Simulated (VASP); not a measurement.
# KI (Pm-3m) in VASP: notebook, part 2 of 2

VASP 6.6.1. The steps go on from the part before.

### Step 3. Relaxation of cell and atoms, r2SCAN

Input file POSCAR:

```
KI
1.0
    4.3417014682      0.0000000000      0.0000000000
    0.0000000000      4.3417014682      0.0000000000
    0.0000000000      0.0000000000      4.3417014682
K I
1 1
Direct
    0.0000000000      0.0000000000      0.0000000000
    0.5000000000      0.5000000000      0.5000000000
```

Input file INCAR.step1:

```
ALGO = Normal
EDIFF = 1E-4
ENCUT = 600
GGA = PE
ISMEAR = -1
LASPH = T
LCHARG = F
LREAL = F
LWAVE = T
NELM = 100
PREC = Accurate
SIGMA = 0.02
```

Input file INCAR.step2:

```
ALGO = Normal
EDIFF = 1E-6
EDIFFG = -0.005
ENCUT = 600
IBRION = 2
ISIF = 3
ISMEAR = -1
ISTART = 1
LASPH = T
LCHARG = F
LMIXTAU = T
LREAL = F
LWAVE = F
METAGGA = R2SCAN
NELM = 100
NSW = 80
PREC = Accurate
SIGMA = 0.02
```

Input file KPOINTS:

```
k-points
0
Gamma
  6 6 6
```

Potentials or basis: VASP PAW PBE potentials, release 64 (K_sv, I).

Command:

```
cat potpaw_PBE.64/K_sv/POTCAR potpaw_PBE.64/I/POTCAR > POTCAR
cp INCAR.step1 INCAR
mpirun -np 1 vasp_std > vasp.out
cp INCAR.step2 INCAR
mpirun -np 1 vasp_std > vasp.out
```

OUTCAR:

```text
EDIFF = 1E-6
   EDIFFG = -0.005
   ENCUT = 600
   IBRION = 2
   ISIF = 3
   ISMEAR = -1
   ISTART = 1
   LASPH = T
   LREAL = F
   METAGGA = R2SCAN
   NELM = 100
   NSW = 80
   PREC = Accurate

 ion  position               nearest neighbor table
   1  0.000  0.000  0.000-
   2  0.500  0.500  0.500-

  LATTYP: Found a simple cubic cell.
 ALAT       =     4.3417014682

  Lattice vectors:

 A1 = (   4.3417014682,   0.0000000000,   0.0000000000)
 A2 = (   0.0000000000,   4.3417014682,   0.0000000000)
 A3 = (   0.0000000000,   0.0000000000,   4.3417014682)

Analysis of symmetry for initial positions (statically):
=====================================================================
 Subroutine PRICEL returns:
 Original cell was already a primitive cell.

 Routine SETGRP: Setting up the symmetry group for a
 simple cubic supercell.

 Subroutine GETGRP returns: Found 48 space group operations
 (whereof 48 operations were pure point group operations)
 out of a pool of 48 trial point group operations.

The static configuration has the point symmetry O_h .

Analysis of symmetry for dynamics (positions and initial velocities):
=====================================================================
 Subroutine PRICEL returns:
 Original cell was already a primitive cell.

 Routine SETGRP: Setting up the symmetry group for a
 simple cubic supercell.

 Subroutine GETGRP returns: Found 48 space group operations
 (whereof 48 operations were pure point group operations)
 out of a pool of 48 trial point group operations.

The dynamic configuration has the point symmetry O_h .

 Subroutine INISYM returns: Found 48 space group operations
 (whereof 48 operations are pure point group operations),
 and found     1 'primitive' translations
[... 96 lines left out ...]
   ISIF   =      3    stress and relaxation
   ISYM   =      2    0-nonsym 1-usesym 2-fastsym
   POTIM  = 0.5000    time-step for ionic-motion
   TEBEG  =    0.0;   TEEND  =   0.0 temperature during run
   PSTRESS=    0.0 pullay stress
   NELECT =      16.0000    total number of electrons
   NUPDOWN=      -1.0000    fix difference up-down
   EMIN   =  10.00;   EMAX   =-10.00  energy-range for DOS
   EFERMI =   0.00;   METHOD = LEGACY
   ISMEAR =    -1;   SIGMA  =   0.02  broadening in eV -4-tet -1-fermi 0-gaus
   EFERMI_NEDOS =   21; number of points for ismear=-14 and -15
   IALGO  =     38    algorithm
   IMIX   =      4    mixing-type and parameters
     AMIX     =   0.40;   BMIX     =  1.00
     AMIX_MAG =   1.60;   BMIX_MAG =  1.00
  volume/ion in A,a.u.               =      40.92       276.15
  Fermi-wavevector in a.u.,A,eV,Ry     =   0.950141  1.795507 12.282911  0.902769
  Thomas-Fermi vector in A             =   2.078490
   LORBIT       =      0    0 simple, 1 ext, 2 COOP (PROOUT), +10 PAW based schemes
   METAGGA = R2SCAN    functional components
   LHFCALC =     F    Hartree Fock is set to
   AEXX    =    0.0000 exact exchange contribution
   IVDW    =     0    specifies the selected vdW correction
   LEPSILON=     F    determine dielectric tensor
   LRPA    =     F    only Hartree local field effects (RPA)
 conjugate gradient relaxation of ions
 non-spin polarized calculation
  energy-cutoff  :      600.00
  volume of cell :       81.84
 maximum number of plane-waves:      2800
 NGX is ok and might be reduce to    36
   NGX = 17   NGY = 17   NGZ = 17

--------------------------------------- Ionic step        1  -------------------------------------------

 number of electron      16.0000002 magnetization

 Free energy of the ion-electron system (eV)
  ---------------------------------------------------
  ext. energy  EPLUGINS =         0.00000000
  ---------------------------------------------------
  free energy    TOTEN  =       -33.86224212 eV

  energy without entropy =      -33.86224212  energy(sigma->0) =      -33.86224212

------------------------ aborting loop because EDIFF is reached ----------------------------------------

  FORCE on cell =-STRESS in cart. coord.  units (eV):
  Direction    XX          YY          ZZ          XY          YZ          ZX
  --------------------------------------------------------------------------------------
  -------------------------------------------------------------------------------------
  Total       -0.2355584     -0.2355584     -0.2355584     -0.0000000     -0.0000000     -0.0000000
  in kB       -4.6113624     -4.6113624     -4.6113624     -0.0000000     -0.0000000     -0.0000000
  external PRESSURE =      -4.6113624 kB  Pullay stress =       0.0000000 kB
[... 95 lines left out ...]
--------------------------------------- Ionic step        4  -------------------------------------------

 number of electron      16.0000001 magnetization

 Free energy of the ion-electron system (eV)
  ---------------------------------------------------
  ext. energy  EPLUGINS =         0.00000000
  ---------------------------------------------------
  free energy    TOTEN  =       -33.86608356 eV

  energy without entropy =      -33.86608356  energy(sigma->0) =      -33.86608356

 E-fermi :   0.9974     XC(G=0):  -8.0371

 val. band max:        0.5617224354   @ k =   0.5000   0.5000   0.0000
 cond. band min:       4.5953926410   @ k =   0.0000   0.0000   0.0000
 fundamental gap:      4.0336702056
 Fermi energy:         0.9974003979

 k-point     1 :       0.0000    0.0000    0.0000
  band No.  band energies     occupation
      1     -30.0239      2.00000
      2     -12.7065      2.00000
      3     -12.7065      2.00000
      4     -12.7065      2.00000
      5     -10.9223      2.00000
      6       0.1941      2.00000
      7       0.1941      2.00000
      8       0.1941      2.00000
      9       4.5954      0.00000
     10       5.8222      0.00000
     11       5.8222      0.00000
     12       9.6595      0.00000
[... 312 lines left out ...]
  FREE ENERGIE OF THE ION-ELECTRON SYSTEM (eV)
  ---------------------------------------------------
  free  energy   TOTEN  =       -33.8660835603 eV

  energy  without entropy=      -33.8660835603  energy(sigma->0) =      -33.86608356

 reached required accuracy - stopping structural energy minimisation
```

OUTCAR.step1:

```text
EDIFF = 1E-4
   ENCUT = 600
   GGA = PE
   ISMEAR = -1
   LASPH = T
   LREAL = F
[... 512 lines left out ...]
 -----------------------------------------------------------------------------------
      0.00000      0.00000      0.00000         0.000000      0.000000      0.000000
      2.17085      2.17085      2.17085         0.000000      0.000000      0.000000
 -----------------------------------------------------------------------------------
    total drift:                               -0.000000      0.000000      0.000000

  FREE ENERGIE OF THE ION-ELECTRON SYSTEM (eV)
  ---------------------------------------------------
  free  energy   TOTEN  =        -5.4259206382 eV

  energy  without entropy=       -5.4259206382  energy(sigma->0) =       -5.42592064
```

OSZICAR.step1:

```text
N       E                     dE             d eps       ncg     rms          rms(c)
DAV:   1     0.993561700396E+02    0.99356E+02   -0.72199E+03   480   0.128E+03
DAV:   2     0.902277298830E+00   -0.98454E+02   -0.92663E+02   580   0.266E+02
DAV:   3    -0.523763253523E+01   -0.61399E+01   -0.61154E+01   628   0.596E+01
DAV:   4    -0.554061957279E+01   -0.30299E+00   -0.30268E+00   836   0.115E+01
DAV:   5    -0.554188977882E+01   -0.12702E-02   -0.12702E-02   624   0.770E-01    0.252E+00
DAV:   6    -0.544437808852E+01    0.97512E-01   -0.11559E-01   568   0.214E+00    0.186E+00
DAV:   7    -0.542267880262E+01    0.21699E-01   -0.12872E-01   576   0.209E+00    0.759E-01
DAV:   8    -0.542561065882E+01   -0.29319E-02   -0.16085E-02   620   0.935E-01    0.116E-01
DAV:   9    -0.542579340131E+01   -0.18274E-03   -0.76346E-04   620   0.172E-01    0.612E-02
DAV:  10    -0.542591725811E+01   -0.12386E-03   -0.17991E-04   552   0.108E-01    0.131E-02
DAV:  11    -0.542592063818E+01   -0.33801E-05   -0.82983E-06   376   0.248E-02
   1 F= -.54259206E+01 E0= -.54259206E+01  d E =-.956908E-11
```

Wall time 1.9 min (1 thread of Intel Xeon 6975P-C (Granite Rapids), shared host); peak memory 0.24 GiB.

What came out:

- Free energy: -33.8661 eV
- Relaxed volume: 39.60 Å³/atom
- Relaxed cell: a = 4.294 Å, b = 4.294 Å, c = 4.294 Å, α = 90.00°, β = 90.00°, γ = 90.00°
- Space group after relaxing (to 0.1 Å): Pm-3m (No. 221)
- Energy gained by relaxing: 1.9 meV/atom
- Ionic steps: 4
- Pressure after relaxing: 0.0 GPa
- Band gap on the k mesh: 4.03 eV (least direct gap 4.40 eV)

The path:
```
step  energy change (eV)  largest force (eV/Å)  pressure (GPa)  volume (Å³)
   1              0.0000                0.0000           -0.46        81.84
   2             -0.0029                0.0000           -0.22        80.46
   3             -0.0038                0.0000            0.05        78.93
   4             -0.0038                0.0000           -0.01        79.20
```

Final structure:
```xyz
2
Lattice="4.2945 0.0000 0.0000 0.0000 4.2945 0.0000 0.0000 0.0000 4.2945" Properties=species:S:1:pos:R:3 pbc="T T T"
K     0.0000    0.0000    0.0000
I     2.1472    2.1472    2.1472
```

Levels at points of the mesh, in eV from the valence-band top:
```csv
k point,band 6,band 7,band 8,band 9,band 10,band 11
"(0.00, 0.00, 0.00)",-0.37,-0.37,-0.37,4.03,5.26,5.26
"(0.50, 0.00, 0.00)",-2.30,-0.29,-0.29,6.14,6.72,7.63
"(0.50, 0.50, 0.00)",-1.74,-1.74,0.00,4.45,6.36,7.42
"(0.50, 0.50, 0.50)",-1.68,-1.68,-1.68,6.13,6.13,6.13
```

Caveat: the PAW data sets were made with another functional, which shifts forces and pressure a little; spin-orbit coupling is left out, which moves the levels of the heavy elements.

### Step 4. Single point, HSE06

This run uses another cell than the first one, of 40.35 Å³/atom.

Input file POSCAR:

```
KI
1.0
    4.3212737560      0.0000000000      0.0000000000
    0.0000000000      4.3212737560      0.0000000000
    0.0000000000      0.0000000000      4.3212737560
K I
1 1
Direct
    0.0000000000      0.0000000000      0.0000000000
    0.5000000000      0.5000000000      0.5000000000
```

Input file INCAR.step1:

```
  ALGO = Normal
  EDIFF = 1E-5
  ENCUT = 520
  GGA = PE
  ISIF = 2
  ISMEAR = -1
  LASPH = True
  LREAL = False
  LWAVE = True
  NBANDS = 15
  NELM = 100
  PREC = Accurate
  SIGMA = 0.02
```

Input file INCAR.step2:

```
  ALGO = Normal
  EDIFF = 1E-7
  ENCUT = 520
  GGA = PE
  HFSCREEN = 0.2079
  ISIF = 2
  ISMEAR = -1
  ISTART = 1
  LASPH = True
  LCHARG = True
  LELF = True
  LHFCALC = True
  LREAL = False
  LVHAR = True
  LWAVE = False
  NBANDS = 15
  NELM = 100
  PREC = Accurate
  PRECFOCK = Normal
  SIGMA = 0.02
```

Input file KPOINTS:

```
k-points
0
Gamma
  4 4 4
```

Command:

```
cat potpaw_PBE.64/K_sv/POTCAR potpaw_PBE.64/I/POTCAR > POTCAR
cp INCAR.step1 INCAR
mpirun -np 1 vasp_std > vasp.out
cp INCAR.step2 INCAR
mpirun -np 1 vasp_std > vasp.out
```

Run time: 14 min. Hardware: 1 thread of AMD EPYC 7R43 (Zen 3), shared host; peak memory 0.27 GiB.

It converged, with:

```
Free energy            : -6.2579 eV
Pressure               : 0.0 GPa
Band gap on the k mesh : 4.24 eV (least direct gap 4.62 eV)
```

Levels at points of the mesh, in eV from the valence-band top:
```
           k point  band 5  band 6  band 7  band 8  band 9  band 10  band 11  band 12
(0.00, 0.00, 0.00)  -12.05   -0.38   -0.38   -0.38    4.24     5.83     5.83     9.79
(0.50, 0.00, 0.00)  -11.74   -2.36   -0.29   -0.29    6.42     7.40     8.08     8.10
(0.50, 0.50, 0.00)  -11.68   -1.79   -1.79    0.00    4.90     6.79     8.02     8.02
(0.50, 0.50, 0.50)  -11.49   -1.71   -1.71   -1.71    6.58     6.58     6.58    10.24
```

Caveat: the PAW data sets were made with another functional, which shifts forces and pressure a little; spin-orbit coupling is left out, which moves the levels of the heavy elements.

### Step 5. Summary

```tsv
task	level	potentials or basis	cell	k mesh	cutoff (eV)	grid for exact exchange (PRECFOCK)	share of exact exchange	screening parameter	gap on the mesh (eV)	pressure (GPa)	relaxed volume (Å³/atom)
relaxation of cell and atoms	LDA	VASP PAW LDA potentials, release 64 (K_sv, I)	relaxed from a = 4.342 Å, 2 atoms	6 × 6 × 6	600	-	-	-	3.32	0.0	35.12
relaxation of cell and atoms	r2SCAN	VASP PAW PBE potentials, release 64 (K_sv, I)	relaxed from a = 4.342 Å, 2 atoms	6 × 6 × 6	600	-	-	-	4.03	0.0	39.60
single point	HSE06	VASP PAW PBE potentials, release 64 (K_sv, I)	a = 4.321 Å, 2 atoms	4 × 4 × 4	520	Normal	0.25	0.2079 1/Å	4.24	0.0	-
```

Alike in all rows: no spin polarisation; smearing fermi-dirac 0.02 eV.

Caveats: spin-orbit coupling is left out, which moves the levels of the heavy elements; the PAW data sets were made with another functional, which shifts forces and pressure a little (at least some runs).

Total energies depend on the potentials used, so only differences within one code and one set of settings carry meaning.
